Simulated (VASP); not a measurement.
# W (Im-3m) in VASP: single point with PBE

Aim: the single point of W with PBE.

Everything below comes from runs of VASP 6.6.1. Logs are shortened: lines on timing, memory, paths and dates and some standing lists are left out, and cuts for length are marked.

**1. The cell of the first run**

It takes space group Im-3m (No. 229, cubic). The conventional cell has a = 3.165 Å, b = 3.165 Å, c = 3.165 Å, α = 90.00°, β = 90.00°, γ = 90.00°. W (site symmetry m-3m) has 14 W at 2.74 to 3.16 Å within 3.6 Å.

**2. Single point, PBE**

Contents of INCAR:

```
SYSTEM = W
PREC     = Accurate       ! precision mode
ENCUT    = 520            ! plane-wave cutoff, eV
EDIFF    = 1E-6           ! SCF threshold, eV
ISMEAR   = 1              ! smearing method
SIGMA    = 0.1            ! smearing width, eV
LREAL    = .False.        ! projectors in reciprocal space
LASPH    = .True.         ! aspherical terms in the spheres
NELM     = 60             ! most SCF steps
ALGO     = Normal         ! electronic algorithm
ISIF     = 2              ! what is computed and relaxed
LWAVE    = .False.        ! write WAVECAR
LCHARG   = .False.        ! write CHGCAR
GGA      = PE             ! functional
NBANDS   = 13             ! bands
```

Contents of KPOINTS:

```
regular mesh
0
Gamma
  12 12 12
  0 0 0
```

Contents of POSCAR:

```
W
1.0
    2.7407020000      0.0000000000      0.0000000000
   -0.9135673047      2.5839586360      0.0000000000
   -0.9135673047     -1.2919792573      2.2377738561
W
1
Direct
    0.0000000000      0.0000000000      0.0000000000
```

Potentials or basis: VASP PAW PBE potentials, release 64 (W_sv).

On the command line:

```
> cat potpaw_PBE.64/W_sv/POTCAR > POTCAR
> mpirun -np 1 vasp_std > vasp.out
```

OUTCAR:

```text
SYSTEM = W
   PREC = Accurate
   ENCUT = 520
   EDIFF = 1E-6
   ISMEAR = 1
   LREAL = .False.
   LASPH = .True.
   NELM = 60
   ISIF = 2
   GGA = PE

 ion  position               nearest neighbor table
   1  0.000  0.000  0.000-

  LATTYP: Found a body centered cubic cell.
 ALAT       =     3.1646900749

  Lattice vectors:

 A1 = (   2.7407020000,   0.0000000000,   0.0000000000)
 A2 = (  -0.9135673047,   2.5839586360,   0.0000000000)
 A3 = (  -0.9135673047,  -1.2919792573,   2.2377738561)

Analysis of symmetry for initial positions (statically):
=====================================================================
 Subroutine PRICEL returns:
 Original cell was already a primitive cell.

 Routine SETGRP: Setting up the symmetry group for a
 body centered cubic supercell.

 Subroutine GETGRP returns: Found 48 space group operations
 (whereof 48 operations were pure point group operations)
 out of a pool of 48 trial point group operations.

The static configuration has the point symmetry O_h .

Analysis of symmetry for dynamics (positions and initial velocities):
=====================================================================
 Subroutine PRICEL returns:
 Original cell was already a primitive cell.

 Routine SETGRP: Setting up the symmetry group for a
 body centered cubic supercell.

 Subroutine GETGRP returns: Found 48 space group operations
 (whereof 48 operations were pure point group operations)
 out of a pool of 48 trial point group operations.

The dynamic configuration has the point symmetry O_h .

 Subroutine INISYM returns: Found 48 space group operations
 (whereof 48 operations are pure point group operations),
 and found     1 'primitive' translations

----------------------------------------------------------------------------------------

                                     Primitive cell

  volume of cell :      15.8476

  direct lattice vectors                    reciprocal lattice vectors
     2.740702000  0.000000000  0.000000000     0.364870022  0.129001029  0.223436329
    -0.913567305  2.583958636  0.000000000     0.000000000  0.387003099  0.223436329
    -0.913567305 -1.291979257  2.237773856     0.000000000  0.000000000  0.446872680

  length of vectors
     2.740702000  2.740702000  2.740702000     0.446872680  0.446872680  0.446872680

  position of ions in fractional coordinates (direct lattice)
     0.000000000  0.000000000  0.000000000

  ion indices of the primitive-cell ions
   primitive index   ion index
                 1           1

----------------------------------------------------------------------------------------

 KPOINTS: regular mesh

Automatic generation of k-mesh.
 Grid dimensions read from file:
 generate k-points for:   12   12   12

 Generating k-lattice:

  Cartesian coordinates                     Fractional coordinates (reciprocal lattice)
     0.030405835  0.010750086  0.018619694     0.083333333  0.000000000 -0.000000000
     0.000000000  0.032250258  0.018619694     0.000000000  0.083333333  0.000000000
     0.000000000  0.000000000  0.037239390     0.000000000  0.000000000  0.083333333

  Length of vectors
     0.037239390  0.037239390  0.037239390

  Shift w.r.t. Gamma in fractional coordinates (k-lattice)
     0.000000000  0.000000000  0.000000000

 Subroutine IBZKPT returns following result:
 ===========================================

 Found     72 irreducible k-points:

 Following reciprocal coordinates:
            Coordinates               Weight
  0.000000  0.000000  0.000000      1.000000
  0.083333  0.000000 -0.000000     12.000000
  0.166667 -0.000000 -0.000000     12.000000
  0.250000 -0.000000  0.000000     12.000000
  0.333333  0.000000  0.000000     12.000000
  0.416667 -0.000000 -0.000000     12.000000
[... 16 lines left out ...]
  0.333333  0.083333  0.083333     24.000000
  0.416667  0.083333  0.083333     12.000000
 [... further k-points ...]
   k-points           NKPTS =     72   k-points in BZ     NKDIM =     72   number of bands    NBANDS=     13
   number of dos      NEDOS =    301   number of ions     NIONS =      1
   total plane-waves  NPLWV =   8000
   dimension x,y,z NGX =    20 NGY =   20 NGZ =   20
   dimension x,y,z NGXF=    40 NGYF=   40 NGZF=   40
   ions per type =               1
   NGX,Y,Z   is equivalent  to a cutoff of  12.13, 12.13, 12.13 a.u.
   NGXF,Y,Z  is equivalent  to a cutoff of  24.26, 24.26, 24.26 a.u.
 SYSTEM =  W
   PREC   = accura    normal or accurate (medium, high low for compatibility)
   ISTART =      0    job   : 0-new  1-cont  2-samecut
   ICHARG =      2    charge: 1-file 2-atom 10-const
   ISPIN  =      1    spin polarized calculation?
   LNONCOLLINEAR =      F non collinear calculations
   LSORBIT =      F    spin-orbit coupling
   LASPH  =      T    aspherical Exc in radial PAW
   ENCUT  =  520.0 eV  38.22 Ry    6.18 a.u.   5.10  5.10  5.10*2*pi/ulx,y,z
   NELM   =     60;   NELMIN=  2; NELMDL= -5     # of ELM steps
   EDIFF  = 0.1E-05   stopping-criterion for ELM
   LREAL  =      F    real-space projection
   EDIFFG = 0.1E-04   stopping-criterion for IOM
   NSW    =      0    number of steps for IOM
   IBRION =     -1    ionic relax: 0-MD 1-quasi-New 2-CG
   NFREE  =      0    steps in history (QN), initial steepest desc. (CG)
   ISIF   =      2    stress and relaxation
   ISYM   =      2    0-nonsym 1-usesym 2-fastsym
   POTIM  = 0.5000    time-step for ionic-motion
   TEBEG  =    0.0;   TEEND  =   0.0 temperature during run
   PSTRESS=    0.0 pullay stress
   NELECT =      14.0000    total number of electrons
   NUPDOWN=      -1.0000    fix difference up-down
   EMIN   =  10.00;   EMAX   =-10.00  energy-range for DOS
   EFERMI =   0.00;   METHOD = LEGACY
   ISMEAR =     1;   SIGMA  =   0.10  broadening in eV -4-tet -1-fermi 0-gaus
   EFERMI_NEDOS =   21; number of points for ismear=-14 and -15
   IALGO  =     38    algorithm
   IMIX   =      4    mixing-type and parameters
     AMIX     =   0.40;   BMIX     =  1.00
     AMIX_MAG =   1.60;   BMIX_MAG =  1.00
  volume/ion in A,a.u.               =      15.85       106.94
  Fermi-wavevector in a.u.,A,eV,Ry     =   1.570832  2.968441 33.572541  2.467512
  Thomas-Fermi vector in A             =   2.672506
   LORBIT       =      0    0 simple, 1 ext, 2 COOP (PROOUT), +10 PAW based schemes
   GGA     = PE    functional components
   LHFCALC =     F    Hartree Fock is set to
   AEXX    =    0.0000 exact exchange contribution
   IVDW    =     0    specifies the selected vdW correction
   LEPSILON=     F    determine dielectric tensor
   LRPA    =     F    only Hartree local field effects (RPA)
 non-spin polarized calculation
 Methfessel and Paxton  Order N= 1 SIGMA  =   0.10
  energy-cutoff  :      520.00
  volume of cell :       15.85
 maximum number of plane-waves:       438
   NGX = 11   NGY = 11   NGZ = 11

 number of electron      14.0000004 magnetization

 Free energy of the ion-electron system (eV)
  ---------------------------------------------------
  ext. energy  EPLUGINS =         0.00000000
  ---------------------------------------------------
  free energy    TOTEN  =       -12.94811729 eV

  energy without entropy =      -12.94733506  energy(sigma->0) =      -12.94785654

 E-fermi :  11.3443     XC(G=0): -13.6435

 val. band max:       11.3216882889   @ k =  -0.2500   0.3333   0.1667
 cond. band min:      11.3714877055   @ k =  -0.1667   0.1667   0.0833
 fundamental gap:      0.0497994166
 Fermi energy:        11.3443110279

 k-point     1 :       0.0000    0.0000    0.0000
  band No.  band energies     occupation
      1     -62.7444      2.00000
      2     -26.3050      2.00000
      3     -26.3050      2.00000
      4     -26.3050      2.00000
      5       1.8091      2.00000
      6      10.2146      2.00000
      7      10.2146      2.00000
      8      10.2146      2.00000
      9      13.7063      0.00000
     10      13.7063      0.00000
     11      25.9657      0.00000
     12      25.9657      0.00000
     13      25.9657      0.00000

 k-point     2 :       0.0833    0.0000   -0.0000
  band No.  band energies     occupation
      1     -62.7355      2.00000
      2     -26.3982      2.00000
      3     -26.3341      2.00000
      4     -26.3055      2.00000
      5       2.1427      2.00000
      6      10.0134      2.00000
      7      10.1620      2.00000
      8      10.5386      2.00000
      9      13.4039      0.00000
     10      13.7095      0.00000
     11      26.2425      0.00000
     12      26.5339      0.00000
     13      26.7619      0.00000

 k-point     3 :       0.1667   -0.0000   -0.0000
  band No.  band energies     occupation
      1     -62.7111      2.00000
      2     -26.6472      2.00000
      3     -26.4128      2.00000
      4     -26.3068      2.00000
      5       3.0546      2.00000
      6       9.5081      2.00000
      7       9.9066      2.00000
      8      11.4861     -0.06217
      9      13.0065     -0.00000
     10      13.7522      0.00000
     11      26.7080      0.00000
     12      28.1314      0.00000
     13      28.3046      0.00000
[... 305 lines left out ...]
 k-point    23 :       0.3333    0.0833    0.0833
  band No.  band energies     occupation
      1     -62.6158      2.00000
      2     -27.4536      2.00000
      3     -26.7416      2.00000
      4     -26.3964      2.00000
      5       5.8677      2.00000
      6       7.9328      2.00000
      7      10.3646      2.00000
      8      13.8260      0.00000
      9      14.5053      0.00000
     10      18.0507      0.00000
     11      22.5213      0.00000
     12      24.1297      0.00000
     13      28.0156      0.00000

 k-point    24 :       0.4167    0.0833    0.0833
  band No.  band energies     occupation
      1     -62.6078      2.00000
      2     -27.5085      2.00000
      3     -26.7832      2.00000
      4     -26.3988      2.00000
      5       5.8333      2.00000
      6       7.8341      2.00000
      7      11.1711      2.03437
      8      13.8478      0.00000
      9      14.6197      0.00000
     10      18.8720      0.00000
     11      21.3803      0.00000
     12      23.6591      0.00000
     13      27.4868      0.00000

 [... further k-points ...]
[... 5 lines left out ...]
  --------------------------------------------------------------------------------------
  -------------------------------------------------------------------------------------
  Total        0.6461610      0.6461610      0.6461610      0.0000000      0.0000000      0.0000000
  in kB       65.3262493     65.3262498     65.3262519      0.0000007      0.0000018      0.0000013
  external PRESSURE =      65.3262504 kB  Pullay stress =       0.0000000 kB

 VOLUME and BASIS-vectors are now :
 -----------------------------------------------------------------------------
  energy-cutoff  :      520.00
  volume of cell :       15.85
      direct lattice vectors                 reciprocal lattice vectors
     2.740702000  0.000000000  0.000000000     0.364870022  0.129001029  0.223436329
    -0.913567305  2.583958636  0.000000000     0.000000000  0.387003099  0.223436329
    -0.913567305 -1.291979257  2.237773856     0.000000000  0.000000000  0.446872680

 POSITION                                       TOTAL-FORCE (eV/Angst)
 -----------------------------------------------------------------------------------
      0.00000      0.00000      0.00000         0.000000      0.000000      0.000000
 -----------------------------------------------------------------------------------
    total drift:                               -0.000000      0.000000     -0.000000

  FREE ENERGIE OF THE ION-ELECTRON SYSTEM (eV)
  ---------------------------------------------------
  free  energy   TOTEN  =       -12.9481172852 eV

  energy  without entropy=      -12.9473350621  energy(sigma->0) =      -12.94785654
```

Wall time 22 s (1 thread of AMD EPYC 7R13, shared host); peak memory 0.1 GiB.

What came out:

| Quantity | Value |
| --- | --- |
| Free energy | -12.9481 eV |
| Pressure | 6.5 GPa |
| Band gap on the k mesh | zero (band 7 reaches 16.61 eV, above the bottom of band 8 at 10.21 eV) |

Caveat: spin-orbit coupling is left out, which moves the levels of the heavy elements.
